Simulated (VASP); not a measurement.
# La16CO24 (a cell with a defect) (C interstitial hop between voids) in VASP: a series of runs, part 2 of 3

VASP 6.6.1.

## Step 3: Single point, PBE

INCAR

```
SYSTEM = La16CO24
ALGO     = Normal         ! electronic algorithm
EDIFF    = 1E-6           ! SCF threshold, eV
ENCUT    = 520            ! plane-wave cutoff, eV
GGA      = PE             ! functional
ISIF     = 2              ! what is computed and relaxed
ISMEAR   = -1             ! smearing method
LASPH    = .TRUE.         ! aspherical terms in the spheres
LCHARG   = .FALSE.        ! write CHGCAR
LREAL    = Auto         
LWAVE    = .FALSE.        ! write WAVECAR
NBANDS   = 188            ! bands
NELM     = 100            ! most SCF steps
PREC     = Accurate       ! precision mode
SIGMA    = 0.01           ! smearing width, eV
```

KPOINTS

```
k-points
0
G
  1 1 1
  0 0 0
```

POSCAR

```
La16CO24
1.0
    7.8811453700     -0.0000000600      0.0000000000
   -3.9405726400      6.8252721300      0.0000000000
    0.0000000000      0.0000000000     12.3757188400
La O C
16 24 1
Direct
    0.3473574152      0.1575455041      0.4008369755
    0.1595000152      0.3480161878      0.1009793258
    0.3369416861      0.1670173539      0.8741295702
    0.1671288475      0.3371105242      0.6267149756
    0.3416771514      0.6657525303      0.3715393451
    0.1642649015      0.8479354964      0.1287215489
    0.3349680974      0.6783982325      0.8737724734
    0.1654614876      0.8288818674      0.6214331205
    0.8468172647      0.1632845771      0.3725203772
    0.6654876961      0.3405635167      0.1288007370
    0.8302460066      0.1667833474      0.8792722178
    0.6793941334      0.3360726347      0.6270743076
    0.8174027383      0.6544046517      0.3746212743
    0.6549135071      0.8186035310      0.1253415591
    0.8378920425      0.6717602449      0.8776266773
    0.6716729485      0.8373107647      0.6233882726
    0.3220431287      0.1813021998      0.2001899270
    0.1801133313      0.3208715588      0.3023729766
    0.0118591426     -0.0049861300     -0.0037225852
    0.3405925300      0.1673385421      0.6681232823
    0.1676722831      0.3403613347      0.8303563771
   -0.0077333724      0.0077710093      0.5043753169
    0.3280589812      0.6877571457      0.1733494466
    0.1647953877      0.8285279741      0.3383087022
   -0.0016147588      0.5215971798      0.0028934190
    0.3370653742      0.6710914202      0.6820660139
    0.1680739495      0.8372114717      0.8127206954
    0.0135447195      0.4813639381      0.5054491402
    0.8291941063      0.1648179439      0.1617704421
    0.6875832821      0.3274834501      0.3271268248
    0.4804350011      0.0155994832     -0.0032180641
    0.8372009942      0.1677394583      0.6880500666
    0.6712588496      0.3370483660      0.8187823170
    0.5220938024     -0.0032035971      0.4967174736
    0.8382076888      0.6704040664      0.1833269774
    0.6705008600      0.8386982385      0.3159983359
    0.5100718879      0.5015762376     -0.0000491773
    0.8370737159      0.6673455780      0.6766000687
    0.6672047856      0.8373399773      0.8262083408
    0.5047142997      0.5138738023      0.5013656408
   -0.6329743173     -0.6328561057      0.2516262132
```

Potentials or basis: VASP PAW PBE potentials, release 64 (La, O, C).

On the command line:

```console
cat potpaw_PBE.64/La/POTCAR potpaw_PBE.64/O/POTCAR potpaw_PBE.64/C/POTCAR > POTCAR
mpirun -np 1 vasp_gam > vasp.out
```

OUTCAR:

```text
SYSTEM = La16CO24
   EDIFF = 1E-6
   ENCUT = 520
   GGA = PE
   ISIF = 2
   ISMEAR = -1
   LASPH = .TRUE.
   LREAL = Auto
   NELM = 100
   PREC = Accurate

 ion  position               nearest neighbor table
   1  0.347  0.158  0.401-  24 2.38  41 2.43  30 2.49  17 2.51  18 2.56  34 2.58  40 2.74  22 2.75
                             8 3.54  12 3.60
   2  0.160  0.348  0.101-  29 2.38  41 2.43  23 2.49  18 2.51  17 2.56  25 2.59  37 2.71  19 2.75
                            11 3.55   7 3.61
   3  0.337  0.167  0.874-  27 2.38  33 2.38  21 2.40  31 2.52  20 2.55  19 2.69  37 2.76
   4  0.167  0.337  0.627-  32 2.38  26 2.38  20 2.40  21 2.52  28 2.53  22 2.71  40 2.78
[... 470 lines left out ...]
  external PRESSURE =      16.8714489 kB  Pullay stress =       0.0000000 kB

 VOLUME and BASIS-vectors are now :
 -----------------------------------------------------------------------------
  energy-cutoff  :      520.00
  volume of cell :      665.70
      direct lattice vectors                 reciprocal lattice vectors
     7.881145370 -0.000000060  0.000000000     0.126885111  0.073257152  0.000000000
    -3.940572640  6.825272130  0.000000000     0.000000001  0.146514305  0.000000000
     0.000000000  0.000000000 12.375718840     0.000000000  0.000000000  0.080803387

 POSITION                                       TOTAL-FORCE (eV/Angst)
 -----------------------------------------------------------------------------------
      2.11675      1.07529      4.96065        -0.000877      0.006798     -0.009901
     -0.11434      2.37531      1.24969        -0.003584     -0.007345      0.009378
      1.99734      1.13994     10.81798         0.002062      0.002135     -0.004345
     -0.01124      2.30087      7.75605        -0.002724      0.006000     -0.006966
      0.06936      4.54394      4.59807         0.010175     -0.009450     -0.002116
     -2.04676      5.78739      1.59302        -0.005288      0.006543      0.010272
[... 33 lines left out ...]
      1.95277      3.50733      6.20476         0.004778     -0.000795      0.000628
      1.44583      2.50586      3.11406         0.089213      0.147945      0.001180
 -----------------------------------------------------------------------------------
    total drift:                                0.007214      0.001672     -0.006236

  FREE ENERGIE OF THE ION-ELECTRON SYSTEM (eV)
  ---------------------------------------------------
  free  energy   TOTEN  =      -337.0962903280 eV

  energy  without entropy=     -337.0962903280  energy(sigma->0) =     -337.09629033
```

OSZICAR:

```text
N       E                     dE             d eps       ncg     rms          rms(c)
DAV:   1     0.693441514379E+04    0.69344E+04   -0.12007E+05   384   0.316E+03
DAV:   2     0.318626757487E+04   -0.37481E+04   -0.35622E+04   456   0.825E+02
DAV:   3     0.112082914823E+04   -0.20654E+04   -0.20163E+04   520   0.413E+02
[... 13 lines left out ...]
DAV:  17    -0.337096269662E+03   -0.28416E-04   -0.76303E-04   744   0.108E-01    0.264E-02
DAV:  18    -0.337096286738E+03   -0.17076E-04   -0.23169E-04   752   0.596E-02    0.162E-02
DAV:  19    -0.337096288247E+03   -0.15090E-05   -0.77141E-05   624   0.328E-02    0.779E-03
DAV:  20    -0.337096290683E+03   -0.24360E-05   -0.29480E-05   584   0.212E-02    0.441E-03
DAV:  21    -0.337096290328E+03    0.35514E-06   -0.99832E-06   416   0.136E-02
   1 F= -.33709629E+03 E0= -.33709629E+03  d E =-.255014E-11
```

stdout:

```text
POSCAR found type information on POSCAR LaO C
 POSCAR found :  3 types and      41 ions
 scaLAPACK will be used
 LDA part: xc-table for (Slater+PW92), standard interpolation
 POSCAR, INCAR and KPOINTS ok, starting setup
 FFT: planning ... GRIDC
 FFT: planning ... GRID_SOFT
 FFT: planning ... GRID
 WAVECAR not read
 entering main loop
```

Run time: 5 min. Hardware: 1 thread of Intel Xeon 6975P-C (Granite Rapids), shared host; peak memory 0.71 GiB.

What came out:

```yaml
Free_energy: -337.0963 eV
Pressure: 1.7 GPa
Largest_force: 0.173 eV/Å
Band_gap_on_the_k_mesh: 1.46 eV
```

Forces in eV/Å, atoms in the order of the input:
```
La  -0.001  0.007 -0.010
La  -0.004 -0.007  0.009
La   0.002  0.002 -0.004
La  -0.003  0.006 -0.007
La   0.010 -0.009 -0.002
La  -0.005  0.007  0.010
La   0.000  0.005 -0.016
La   0.002  0.001 -0.002
La   0.002  0.005 -0.016
La  -0.010  0.002  0.019
La   0.004 -0.005 -0.002
La   0.006 -0.008  0.012
La   0.006  0.009 -0.013
La   0.009  0.006  0.019
La   0.000 -0.002 -0.005
La  -0.007 -0.005  0.006
O    0.036 -0.122 -0.078
O   -0.126 -0.021  0.057
O   -0.005  0.005 -0.003
O    0.003 -0.002  0.001
O    0.003 -0.001  0.014
O    0.004 -0.001  0.001
O   -0.003 -0.002 -0.007
O   -0.014 -0.010  0.021
O    0.009  0.001 -0.013
O   -0.008 -0.002  0.007
O   -0.008  0.014  0.008
O    0.001 -0.001 -0.002
O   -0.010 -0.011 -0.013
O   -0.002  0.004  0.006
O    0.006 -0.001  0.000
O    0.001  0.003 -0.004
O   -0.007 -0.004  0.008
O   -0.002  0.006  0.012
O   -0.001 -0.005 -0.001
O    0.005 -0.008  0.000
O    0.003  0.004 -0.013
O    0.005  0.001  0.000
O    0.002 -0.005  0.000
O    0.005 -0.001  0.001
C    0.089  0.148  0.001
```

Stress tensor (GPa, compression positive):
```
 1.97 -0.26  0.85
-0.26  1.70 -0.51
 0.85 -0.51  1.39
```

Caveat: the k points lie up to 0.92 Å⁻¹ apart; spin-orbit coupling is left out, which moves the levels of the heavy elements.

## Step 4: Single point, PBE

INCAR

```
PREC     = Accurate       # precision mode
ENCUT    = 520            # plane-wave cutoff, eV
EDIFF    = 1E-6           # SCF threshold, eV
ISMEAR   = -1             # smearing method
SIGMA    = 0.01           # smearing width, eV
LREAL    = Auto         
LASPH    = True           # aspherical terms in the spheres
NELM     = 80             # most SCF steps
ALGO     = Normal         # electronic algorithm
ISIF     = 2              # what is computed and relaxed
LWAVE    = False          # write WAVECAR
LCHARG   = False          # write CHGCAR
GGA      = PE             # functional
NBANDS   = 188            # bands
```

KPOINTS

```
Automatic mesh
0
Gamma
  1 1 1
```

POSCAR

```
La16CO24
1.0
    7.8811453700     -0.0000000600      0.0000000000
   -3.9405726400      6.8252721300      0.0000000000
    0.0000000000      0.0000000000     12.3757188400
La O C
16 24 1
Direct
    0.3394124122      0.1886676452      0.4000869011
    0.1564544327      0.3225465545      0.1287616518
    0.3307582587      0.1694520010      0.8736505038
    0.1632438607      0.3442356532      0.6267574514
    0.3339178300      0.6822835678      0.3723039493
    0.1502118677      0.8104374307      0.0998977931
    0.3324435650      0.6639169741      0.8792739348
    0.1609530158      0.8295553499      0.6263275774
    0.8429188010      0.1630462536      0.3746832051
    0.6512295355      0.3167797559      0.1276646650
    0.8266764606      0.1654684279      0.8769855828
    0.6680478114      0.3350391012      0.6206743301
    0.8331092421      0.6763578011      0.3712623129
    0.6790244826      0.8358033104      0.1252134943
    0.8186623091      0.6547522156      0.8731566335
    0.6607283139      0.8336283054      0.6230034069
    0.3182320197      0.1405117629      0.1991684711
    0.1700637984      0.3588243756      0.3265150132
   -0.0042523318      0.0094665822     -0.0005292622
    0.3302391715      0.1724987660      0.6685868600
    0.1615543190      0.3345450505      0.8187287648
   -0.0146542484     -0.0102602504      0.5004960181
    0.3329545083      0.6624562265      0.1603502815
    0.1769694176      0.8584756621      0.3008828051
   -0.0261794245      0.4753395816      0.0027165291
    0.3305515060      0.6697555691      0.6881458855
    0.1573203917      0.8265450669      0.8311854150
    0.0193927202      0.5332247465      0.5043145437
    0.8272597925      0.1675052698      0.1837000363
    0.6699811519      0.3364160427      0.3397224884
    0.5042954391      0.0152076032     -0.0042005641
    0.8310910729      0.1694816013      0.6752663912
    0.6601773401      0.3291883454      0.8118840715
    0.4886105146     -0.0164309889      0.5042632336
    0.8106673042      0.6402196082      0.1734748525
    0.6591582946      0.8315398905      0.3160435406
    0.4854134529      0.4656609976     -0.0042619747
    0.8265652572      0.6644262622      0.6812219241
    0.6612071043      0.8295102278      0.8249078807
    0.4982326998      0.5239546441      0.4970880544
    0.1317111236     -0.0004328021      0.2500152953
```

Potentials or basis: VASP PAW PBE potentials, release 64 (La, O, C).

On the command line:

```console
cat potpaw_PBE.64/La/POTCAR potpaw_PBE.64/O/POTCAR potpaw_PBE.64/C/POTCAR > POTCAR
mpirun -np 1 vasp_gam > vasp.out
```

OUTCAR:

```text
PREC = Accurate
   ENCUT = 520
   EDIFF = 1E-6
   ISMEAR = -1
   LREAL = Auto
   LASPH = True
   NELM = 80
   ISIF = 2
   GGA = PE

 ion  position               nearest neighbor table
   1  0.339  0.189  0.400-  30 2.38  41 2.43  18 2.49  17 2.51  24 2.57  40 2.59  22 2.72  34 2.75
                            12 3.54   4 3.61
   2  0.156  0.323  0.129-  29 2.35  23 2.35  18 2.46  17 2.50  19 2.67  25 2.77  37 2.79  41 2.88

   3  0.331  0.169  0.874-  33 2.38  21 2.38  27 2.40  37 2.52  20 2.54  31 2.70  19 2.77
   4  0.163  0.344  0.627-  32 2.35  26 2.35  20 2.37  21 2.38  28 2.74  40 2.80   1 3.61
   5  0.334  0.682  0.372-  18 2.28  36 2.33  24 2.44  34 2.63  23 2.63  40 2.69  28 2.70
   6  0.150  0.810  0.100-  23 2.38  41 2.43  35 2.49  24 2.51  17 2.57  25 2.59  19 2.72  31 2.75
                             7 3.54  15 3.61
   7  0.332  0.664  0.879-  39 2.34  26 2.37  21 2.37  27 2.38  31 2.80  37 2.80   6 3.54
   8  0.161  0.830  0.626-  26 2.38  38 2.38  20 2.40  28 2.52  27 2.54  34 2.70  22 2.77
   9  0.843  0.163  0.375-  18 2.32  29 2.37  36 2.38  30 2.40  22 2.66
  10  0.651  0.317  0.128-  35 2.28  29 2.33  17 2.44  31 2.63  30 2.63  25 2.69  37 2.70
  11  0.827  0.165  0.877-  39 2.38  33 2.39  21 2.40  32 2.50  25 2.63  31 2.65  19 2.69
[... 280 lines left out ...]
      3     -23.8672      2.00000
      4     -23.8248      2.00000
      5     -23.7825      2.00000
      6     -23.7438      2.00000
[... 166 lines left out ...]
    173      10.5389      0.00000
    174      10.5636      0.00000
 [bands above 174 left out]

------------------------ aborting loop because EDIFF is reached ----------------------------------------

  FORCE on cell =-STRESS in cart. coord.  units (eV):
  Direction    XX          YY          ZZ          XY          YZ          ZX
  --------------------------------------------------------------------------------------
  -------------------------------------------------------------------------------------
  Total        6.4318255      8.7559057      5.7444266      0.0110635      4.1488813     -0.0018050
  in kB       15.4797911     21.0732691     13.8253942      0.0266271      9.9853168     -0.0043441
  external PRESSURE =      16.7928181 kB  Pullay stress =       0.0000000 kB

 VOLUME and BASIS-vectors are now :
 -----------------------------------------------------------------------------
  energy-cutoff  :      520.00
  volume of cell :      665.70
      direct lattice vectors                 reciprocal lattice vectors
     7.881145370 -0.000000060  0.000000000     0.126885111  0.073257152  0.000000000
    -3.940572640  6.825272130  0.000000000     0.000000001  0.146514305  0.000000000
     0.000000000  0.000000000 12.375718840     0.000000000  0.000000000  0.080803387

 POSITION                                       TOTAL-FORCE (eV/Angst)
 -----------------------------------------------------------------------------------
      1.93150      1.28771      4.95136         0.002792      0.005901     -0.011679
     -0.03798      2.20147      1.59352        -0.006018     -0.000672      0.010649
      1.93902      1.15656     10.81205         0.002007      0.000228     -0.006054
     -0.06994      2.34950      7.75657        -0.001079     -0.001691      0.016712
     -0.05693      4.65677      4.60753        -0.003705      0.003202     -0.023045
     -2.00975      5.53146      1.23631         0.005023     -0.008781      0.013587
[... 33 lines left out ...]
      1.86196      3.57613      6.15182         0.002328     -0.003911      0.010241
     -2.90083      6.82232      3.09412        -0.163275      0.000041      0.001433
 -----------------------------------------------------------------------------------
    total drift:                                0.002151      0.003892     -0.003644

  FREE ENERGIE OF THE ION-ELECTRON SYSTEM (eV)
  ---------------------------------------------------
  free  energy   TOTEN  =      -337.0969624524 eV

  energy  without entropy=     -337.0969624524  energy(sigma->0) =     -337.09696245
```

It took 5 min on 1 thread of Intel Xeon 6975P-C (Granite Rapids), shared host; peak memory 0.72 GiB.

What came out:

| Item | Value |
| --- | --- |
| Free energy | -337.0970 eV |
| Pressure | 1.7 GPa |
| Largest force | 0.163 eV/Å |
| Band gap on the k mesh | 1.47 eV |

Forces on the atoms (eV/Å):
```
La   0.003  0.006 -0.012
La  -0.006 -0.001  0.011
La   0.002  0.000 -0.006
La  -0.001 -0.002  0.017
La  -0.004  0.003 -0.023
La   0.005 -0.009  0.014
La   0.002  0.002 -0.010
La  -0.001 -0.003  0.008
La  -0.001 -0.004 -0.024
La  -0.004 -0.005  0.020
La  -0.005 -0.001 -0.004
La   0.001  0.002  0.017
La  -0.004  0.000 -0.017
La   0.005  0.008  0.016
La  -0.003  0.000 -0.013
La  -0.001 -0.003  0.009
O    0.090  0.092 -0.072
O   -0.004  0.001  0.004
O   -0.001 -0.003  0.000
O    0.003  0.001 -0.006
O    0.006 -0.004 -0.001
O    0.000  0.001  0.000
O   -0.006  0.010 -0.008
O    0.091 -0.094  0.077
O   -0.001  0.001 -0.010
O   -0.003  0.000 -0.008
O    0.002  0.001  0.007
O   -0.003  0.002  0.007
O    0.002 -0.001  0.001
O   -0.002 -0.002  0.007
O   -0.006  0.002 -0.002
O    0.003  0.004 -0.007
O    0.000  0.000  0.002
O   -0.005  0.002  0.001
O   -0.005 -0.003  0.000
O    0.004  0.000  0.007
O   -0.001 -0.004 -0.006
O    0.004  0.003 -0.003
O    0.003 -0.001  0.000
O    0.002 -0.004  0.010
C   -0.163  0.000  0.001
```

Caveat: the k points lie up to 0.92 Å⁻¹ apart; spin-orbit coupling is left out, which moves the levels of the heavy elements.

(Continued in part 3 of 3.)
